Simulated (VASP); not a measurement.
# AgCl: single point with PBE

AgCl:

```
Ag Cl
1.0
     0.00000    2.77318    2.77318
     2.77318    0.00000    2.77318
     2.77318    2.77318    0.00000
Ag Cl
1 1
Cartesian
  0.0000 0.0000 0.0000
  2.7732 2.7732 2.7732
```

```yaml
Program: VASP 6.6.1
Task: single point
Functional: PBE
Potentials_or_basis: VASP PAW PBE potentials, release 64 (Ag, Cl)
Cutoff: 520 eV
k_mesh: 6 × 6 × 6
Occupations: methfessel-paxton, width 0.001 eV
Spin: no spin polarisation
```

The pressure is 1.5 GPa and the band gap on the k mesh is 0.91 eV (least direct gap 3.23 eV).

Levels at points of the mesh, in eV from the valence-band top:
```
           k point  band 7  band 8  band 9  band 10  band 11  band 12
(0.00, 0.00, 0.00)   -2.32   -2.32   -2.32     0.91    10.85    10.85
(0.50, 0.00, 0.00)   -1.76    0.00    0.00     4.24     6.53     7.67
(0.50, 0.50, 0.00)   -1.95   -1.95   -1.87     2.38     8.03     8.63
```

Run time: 13 s on 1 thread of AMD EPYC 7R43 64-Core Processor (Zen 3), with other jobs on the host, peak memory 0.13 GiB.

A k mesh can miss the band edges.
